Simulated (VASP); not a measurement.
# SiC20 in VASP: single point with PBE

Aim: the single point of SiC20 with PBE.

Everything below comes from runs of VASP 6.6.1. Logs are shortened: lines on timing, memory, paths and dates and some standing lists are left out, and cuts for length are marked.

### 1 The cell of the first run

The cell holds a slab with vacuum, 21 atoms: a = 5.051 Å, b = 3.572 Å, c = 20.379 Å, α = 90.00°, β = 90.00°, γ = 90.00°.

### 2 Single point, PBE, collinear spin

The input, INCAR:

```
  PREC = Accurate
  ENCUT = 520
  EDIFF = 1E-6
  ISMEAR = 0
  SIGMA = 0.05
  LREAL = Auto
  LASPH = T
  NELM = 150
  ALGO = Fast
  ISIF = 2
  LWAVE = F
  LCHARG = T
  ISPIN = 2
  MAGMOM = 0 0 0 0 0 0 0 0 0 0 0 0 0 0 0 0 0 0 0 0 2
  LORBIT = 11
  LDIPOL = T
  IDIPOL = 3
  DIPOL = 0.5 0.5 0.329
  GGA = PE
  LVHAR = T
  LVACPOTAV = T
  NBANDS = 62
  KPAR = 4
```

The input, KPOINTS:

```
Automatic mesh
0
Gamma
  5 8 1
```

The input, POSCAR:

```
SiC20
1.0
    5.0509324483      0.0000000000      0.0000000000
    0.0000000000      3.5715485855      0.0000000000
    0.0000000000      0.0000000000     20.3790411838
C Si
20 1
Direct
    0.2500000000      0.0000000000      0.1962800882
    0.7500000000      0.0000000000      0.1962800882
    0.0000000000      0.2500000000      0.1962800882
    0.5000000000      0.2500000000      0.1962800882
    0.0000000000      0.5000000000      0.2582424298
    0.5000000000      0.5000000000      0.2582424298
    0.2500000000      0.7500000000      0.2582424298
    0.7500000000      0.7500000000      0.2582424298
    0.2500000000      0.0024640196      0.3199149154
    0.7500000000      0.0024640196      0.3199149154
    0.0000000000      0.2475359804      0.3199149154
    0.5000000000      0.2475359804      0.3199149154
    0.0000000000      0.5097084332      0.3835991953
    0.5000000000      0.5097084332      0.3835991953
    0.2500000000      0.7402915668      0.3835991953
    0.7500000000      0.7402915668      0.3835991953
    0.2500000000      0.0294931910      0.4356947466
    0.7500000000      0.0294931910      0.4356947466
    0.0000000000      0.2205068090      0.4356947466
    0.5000000000      0.2205068090      0.4356947466
    0.3333333333      0.0294931910      0.5275227328
```

Potentials or basis: VASP PAW PBE potentials, release 64 (C, Si).

Started as:

```bash
cat potpaw_PBE.64/C/POTCAR potpaw_PBE.64/Si/POTCAR > POTCAR
mpirun -np 4 vasp_std > vasp.out
```

OUTCAR:

```text
PREC = Accurate
   ENCUT = 520
   EDIFF = 1E-6
   ISMEAR = 0
   LREAL = Auto
   LASPH = T
   NELM = 150
   ISIF = 2
   ISPIN = 2
   LORBIT = 11
   GGA = PE

 ion  position               nearest neighbor table
   1  0.250  0.000  0.196-   7 1.55   4 1.55   3 1.55
   2  0.750  0.000  0.196-   8 1.55   4 1.55   3 1.55
   3  0.000  0.250  0.196-   5 1.55   2 1.55   1 1.55
   4  0.500  0.250  0.196-   6 1.55   2 1.55   1 1.55
   5  0.000  0.500  0.258-   3 1.55   7 1.55   8 1.55  11 1.55
   6  0.500  0.500  0.258-   4 1.55   7 1.55   8 1.55  12 1.55
   7  0.250  0.750  0.258-   1 1.55   5 1.55   6 1.55   9 1.55
   8  0.750  0.750  0.258-   2 1.55   5 1.55   6 1.55  10 1.55
   9  0.250  0.002  0.320-  11 1.54  12 1.54   7 1.55  15 1.60
  10  0.750  0.002  0.320-  11 1.54  12 1.54   8 1.55  16 1.60
  11  0.000  0.248  0.320-   9 1.54  10 1.54   5 1.55  13 1.60
  12  0.500  0.248  0.320-   9 1.54  10 1.54   6 1.55  14 1.60
  13  0.000  0.510  0.384-  19 1.48  16 1.51  15 1.51  11 1.60
  14  0.500  0.510  0.384-  20 1.48  16 1.51  15 1.51  12 1.60
  15  0.250  0.740  0.384-  17 1.48  14 1.51  13 1.51   9 1.60
  16  0.750  0.740  0.384-  18 1.48  14 1.51  13 1.51  10 1.60
  17  0.250  0.029  0.436-  19 1.44  20 1.44  15 1.48  21 1.92
  18  0.750  0.029  0.436-  19 1.44  20 1.44  16 1.48
  19  0.000  0.221  0.436-  17 1.44  18 1.44  13 1.48  21 2.61
  20  0.500  0.221  0.436-  17 1.44  18 1.44  14 1.48  21 2.16
  21  0.333  0.029  0.528-  17 1.92  20 2.16  19 2.61

  LATTYP: Found a simple orthorhombic cell.
 ALAT       =     3.5715485855
 B/A-ratio  =     1.4142135624
 C/A-ratio  =     5.7059397894

  Lattice vectors:

 A1 = (   0.0000000000,  -3.5715485855,   0.0000000000)
 A2 = (   5.0509324483,   0.0000000000,   0.0000000000)
 A3 = (   0.0000000000,   0.0000000000,  20.3790411838)

Analysis of symmetry for initial positions (statically):
=====================================================================
 Subroutine PRICEL returns:
 Original cell was already a primitive cell.

 Routine SETGRP: Setting up the symmetry group for a
 simple orthorhombic supercell.

 Subroutine GETGRP returns: Found  1 space group operations
 (whereof  1 operations were pure point group operations)
 out of a pool of  8 trial point group operations.

The static configuration has the point symmetry C_1 .

Analysis of symmetry for dynamics (positions and initial velocities):
=====================================================================
 Subroutine PRICEL returns:
 Original cell was already a primitive cell.

 Routine SETGRP: Setting up the symmetry group for a
 simple orthorhombic supercell.

 Subroutine GETGRP returns: Found  1 space group operations
 (whereof  1 operations were pure point group operations)
 out of a pool of  8 trial point group operations.

The dynamic configuration has the point symmetry C_1 .

Analysis of structural, dynamic, and magnetic symmetry:
=====================================================================
 Subroutine PRICEL returns:
 Original cell was already a primitive cell.

 Routine SETGRP: Setting up the symmetry group for a
 simple orthorhombic supercell.

 Subroutine GETGRP returns: Found  1 space group operations
 (whereof  1 operations were pure point group operations)
 out of a pool of  8 trial point group operations.

The overall configuration has the point symmetry C_1 .

 Subroutine INISYM returns: Found  1 space group operations
 (whereof  1 operations are pure point group operations),
 and found     1 'primitive' translations

----------------------------------------------------------------------------------------

                                     Primitive cell

  volume of cell :     367.6308

  direct lattice vectors                    reciprocal lattice vectors
     5.050932448  0.000000000  0.000000000     0.197983246  0.000000000  0.000000000
     0.000000000  3.571548585  0.000000000     0.000000000  0.279990591  0.000000000
     0.000000000  0.000000000 20.379041184     0.000000000  0.000000000  0.049070022

  length of vectors
     5.050932448  3.571548585 20.379041184     0.197983246  0.279990591  0.049070022

  position of ions in fractional coordinates (direct lattice)
     0.250000000  0.000000000  0.196280088
     0.750000000  0.000000000  0.196280088
     0.000000000  0.250000000  0.196280088
     0.500000000  0.250000000  0.196280088
     0.000000000  0.500000000  0.258242430
     0.500000000  0.500000000  0.258242430
[... 13 lines left out ...]
     0.500000000  0.220506809  0.435694747
     0.333333333  0.029493191  0.527522733

[... 47 lines left out ...]

 Found     21 irreducible k-points:

 Following reciprocal coordinates:
            Coordinates               Weight
  0.000000  0.000000  0.000000      1.000000
  0.200000  0.000000  0.000000      2.000000
  0.400000  0.000000  0.000000      2.000000
  0.000000  0.125000  0.000000      2.000000
  0.200000  0.125000  0.000000      2.000000
 -0.200000  0.125000  0.000000      2.000000
[... 13 lines left out ...]
  0.200000  0.500000  0.000000      2.000000
  0.400000  0.500000  0.000000      2.000000
   k-points           NKPTS =     21   k-points in BZ     NKDIM =     21   number of bands    NBANDS=     62
   number of dos      NEDOS =    301   number of ions     NIONS =     21
   total plane-waves  NPLWV = 179200
   dimension x,y,z NGX =    40 NGY =   28 NGZ =  160
   dimension x,y,z NGXF=    80 NGYF=   56 NGZF=  320
   ions per type =              20   1
   NGX,Y,Z   is equivalent  to a cutoff of  13.17, 13.03, 13.05 a.u.
   NGXF,Y,Z  is equivalent  to a cutoff of  26.33, 26.07, 26.10 a.u.
 SYSTEM =  unknown system
   PREC   = accura    normal or accurate (medium, high low for compatibility)
   ISTART =      0    job   : 0-new  1-cont  2-samecut
   ICHARG =      2    charge: 1-file 2-atom 10-const
   ISPIN  =      2    spin polarized calculation?
   LNONCOLLINEAR =      F non collinear calculations
   LSORBIT =      F    spin-orbit coupling
   LASPH  =      T    aspherical Exc in radial PAW
   ENCUT  =  520.0 eV  38.22 Ry    6.18 a.u.   9.39  6.64 37.89*2*pi/ulx,y,z
   NELM   =    150;   NELMIN=  2; NELMDL= -5     # of ELM steps
   EDIFF  = 0.1E-05   stopping-criterion for ELM
   LREAL  =      T    real-space projection
   EDIFFG = 0.1E-04   stopping-criterion for IOM
   NSW    =      0    number of steps for IOM
   IBRION =     -1    ionic relax: 0-MD 1-quasi-New 2-CG
   NFREE  =      0    steps in history (QN), initial steepest desc. (CG)
   ISIF   =      2    stress and relaxation
   ISYM   =      2    0-nonsym 1-usesym 2-fastsym
   POTIM  = 0.5000    time-step for ionic-motion
   TEBEG  =    0.0;   TEEND  =   0.0 temperature during run
   PSTRESS=    0.0 pullay stress
   NELECT =      84.0000    total number of electrons
   NUPDOWN=      -1.0000    fix difference up-down
   EMIN   =  10.00;   EMAX   =-10.00  energy-range for DOS
   EFERMI =   0.00;   METHOD = LEGACY
   ISMEAR =     0;   SIGMA  =   0.05  broadening in eV -4-tet -1-fermi 0-gaus
   EFERMI_NEDOS =   21; number of points for ismear=-14 and -15
   IALGO  =     68    algorithm
   IMIX   =      4    mixing-type and parameters
     AMIX     =   0.40;   BMIX     =  1.00
     AMIX_MAG =   1.60;   BMIX_MAG =  1.00
  volume/ion in A,a.u.               =      17.51       118.14
  Fermi-wavevector in a.u.,A,eV,Ry     =   1.000838  1.891310 13.628650  1.001678
  Thomas-Fermi vector in A             =   2.133221
   LORBIT       =     11    0 simple, 1 ext, 2 COOP (PROOUT), +10 PAW based schemes
   GGA     = PE    functional components
   LHFCALC =     F    Hartree Fock is set to
   AEXX    =    0.0000 exact exchange contribution
   IVDW    =     0    specifies the selected vdW correction
   LEPSILON=     F    determine dielectric tensor
   LRPA    =     F    only Hartree local field effects (RPA)
 spin polarized calculation
 RMM-DIIS sequential band-by-band and
 Gauss-broadening in eV      SIGMA  =   0.05
  energy-cutoff  :      520.00
  volume of cell :      367.63
 maximum number of plane-waves:      9943
 NGX is ok and might be reduce to    40
   NGX = 19   NGY = 13   NGZ = 75

 dipolmoment           0.000000      0.000000      0.409416 electrons x Angstroem

 number of electron      84.0000005 magnetization       0.0047488

 number of electron      84.0000005 magnetization      -0.1662627

 dipolmoment           0.000000      0.000000     -0.127482 electrons x Angstroem

 Free energy of the ion-electron system (eV)
  ---------------------------------------------------
  ext. energy  EPLUGINS =         0.00000000
  ---------------------------------------------------
  free energy    TOTEN  =      -173.13738332 eV

  energy without entropy =     -173.13060527  energy(sigma->0) =     -173.13399430

 E-fermi :  -0.0412     XC(G=0):  -5.6295

 val. band max:       -0.0515941875   @ k =   0.0000   0.1250   0.0000
 cond. band min:      -0.0397770000   @ k =  -0.2000   0.3750   0.0000
 fundamental gap:      0.0118171874
 Fermi energy:        -0.0411833421

 spin component 1

 k-point     1 :       0.0000    0.0000    0.0000
  band No.  band energies     occupation
      1     -21.5127      1.00000
      2     -19.6911      1.00000
      3     -17.1405      1.00000
      4     -17.0979      1.00000
      5     -16.7536      1.00000
      6     -15.4098      1.00000
[... 1186 lines left out ...]
     53       7.7447      0.00000
     54       7.8578      0.00000
 Fermi energy:        -0.0411833421

 spin component 2

 k-point     1 :       0.0000    0.0000    0.0000
  band No.  band energies     occupation
      1     -21.5155      1.00000
      2     -19.7000      1.00000
      3     -17.1482      1.00000
      4     -17.1010      1.00000
      5     -16.7579      1.00000
      6     -15.4310      1.00000
[... 1186 lines left out ...]
     53       7.7401      0.00000
     54       7.8563      0.00000
 [bands above 54 left out]

------------------------ aborting loop because EDIFF is reached ----------------------------------------

  FORCE on cell =-STRESS in cart. coord.  units (eV):
  Direction    XX          YY          ZZ          XY          YZ          ZX
  --------------------------------------------------------------------------------------
  -------------------------------------------------------------------------------------
  Total       -5.8958004      9.3094201     -1.9755948     -0.3369011      0.2444965      0.5400224
  in kB      -25.6945778     40.5715257     -8.6098701     -1.4682536      1.0655441      2.3534800
  external PRESSURE =       2.0890260 kB  Pullay stress =       0.0000000 kB

 VOLUME and BASIS-vectors are now :
 -----------------------------------------------------------------------------
  energy-cutoff  :      520.00
  volume of cell :      367.63
      direct lattice vectors                 reciprocal lattice vectors
     5.050932448  0.000000000  0.000000000     0.197983246  0.000000000  0.000000000
     0.000000000  3.571548585  0.000000000     0.000000000  0.279990591  0.000000000
     0.000000000  0.000000000 20.379041184     0.000000000  0.000000000  0.049070022

 POSITION                                       TOTAL-FORCE (eV/Angst)
 -----------------------------------------------------------------------------------
      1.26273      0.00000      4.00000        -0.032267      4.526721      0.973534
      3.78820      0.00000      4.00000        -0.075961      4.252292      1.033843
      0.00000      0.89289      4.00000         0.019951     -4.299608      1.187544
      2.52547      0.89289      4.00000         0.090480     -4.415896      1.191412
      0.00000      1.78577      5.26273         0.005093      0.984700     -1.253275
      2.52547      1.78577      5.26273         0.031441      0.963748     -1.265279
[... 13 lines left out ...]
      2.52547      0.78755      8.87904         0.518357      1.894387      0.831324
      1.68364      0.10534     10.75041         0.263050      0.265650      0.000359
 -----------------------------------------------------------------------------------
    total drift:                               -0.000320      0.000074     -0.024739

  FREE ENERGIE OF THE ION-ELECTRON SYSTEM (eV)
  ---------------------------------------------------
  free  energy   TOTEN  =      -173.1373833214 eV

  energy  without entropy=     -173.1306052727  energy(sigma->0) =     -173.13399430

 vacuum level on the upper side and lower side of the slab         4.677         5.957

 total charge

# of ion       s       p       d       tot
------------------------------------------
    1        0.837   1.575   0.000   2.412
    2        0.838   1.572   0.000   2.410
    3        0.840   1.572   0.000   2.412
    4        0.839   1.573   0.000   2.412
    5        0.835   1.703   0.000   2.537
    6        0.834   1.704   0.000   2.538
[... 13 lines left out ...]
   20        0.848   1.790   0.000   2.638
   21        0.919   0.625   0.000   1.544
--------------------------------------------------
tot         17.731  34.788   0.000  52.518

 magnetization (x)

# of ion       s       p       d       tot
------------------------------------------
    1       -0.028  -0.171   0.000  -0.198
    2        0.017   0.117   0.000   0.134
    3       -0.001  -0.010   0.000  -0.011
    4       -0.000  -0.001   0.000  -0.001
    5       -0.000  -0.000   0.000  -0.001
    6       -0.001  -0.002   0.000  -0.003
[... 13 lines left out ...]
   20       -0.000  -0.001   0.000  -0.001
   21        0.000   0.000   0.000   0.000
--------------------------------------------------
tot         -0.017  -0.079   0.000  -0.095
```

Run time: 26 min. Hardware: 4 MPI ranks of Oxide Virtual Turin-like, shared host; peak memory 0.94 GiB.

Results:

```
Free energy                                           : -173.1374 eV
Largest force                                         : 4.630 eV/Å
Net moment                                            : -0.17 μB per cell
Site moments                                          : C -0.20, +0.13, -0.01, -0.00, +0.01, -0.02, +0.00 (each value once); Si +0.00 μB
Valence electrons inside the program's atomic spheres : C 2.41, 2.54, 2.56, 2.55, 2.60, 2.71, 2.61, 2.64 (each value once); Si 1.54
```

Forces on the atoms (eV/Å):
```
C   -0.032  4.527  0.974
C   -0.076  4.252  1.034
C    0.020 -4.300  1.188
C    0.090 -4.416  1.191
C    0.005  0.985 -1.253
C    0.031  0.964 -1.265
C   -0.009 -0.906 -1.160
C   -0.030 -0.980 -1.038
C   -0.017 -0.363  0.038
C   -0.019  0.072 -0.008
C    0.029 -0.066  0.038
C    0.004  0.103  0.121
C   -0.126 -0.151 -0.279
C   -0.050 -0.001 -0.664
C    0.038  0.327 -1.534
C    0.100  0.123 -0.351
C   -0.254 -2.703  0.800
C    0.209 -0.757  0.818
C   -0.694  1.130  0.519
C    0.518  1.894  0.831
Si   0.263  0.266  0.000
```

Levels at points of the mesh, in eV from the Fermi level:
Spin up:
```tsv
k point	band 39	band 40	band 41	band 42	band 43	band 44	band 45	band 46
(0.00, 0.00, 0.00)	-1.28	-0.81	-0.25	-0.22	0.11	1.08	2.33	2.66
(0.00, 0.50, 0.00)	-1.05	-0.70	-0.52	-0.28	0.01	0.24	0.60	1.87
```
Spin down:
```csv
k point,band 39,band 40,band 41,band 42,band 43,band 44,band 45,band 46
"(0.00, 0.00, 0.00)",-1.39,-0.82,-0.32,-0.25,0.03,1.03,2.28,2.63
"(0.00, 0.50, 0.00)",-1.02,-0.74,-0.51,-0.45,-0.04,0.21,0.45,1.87
```
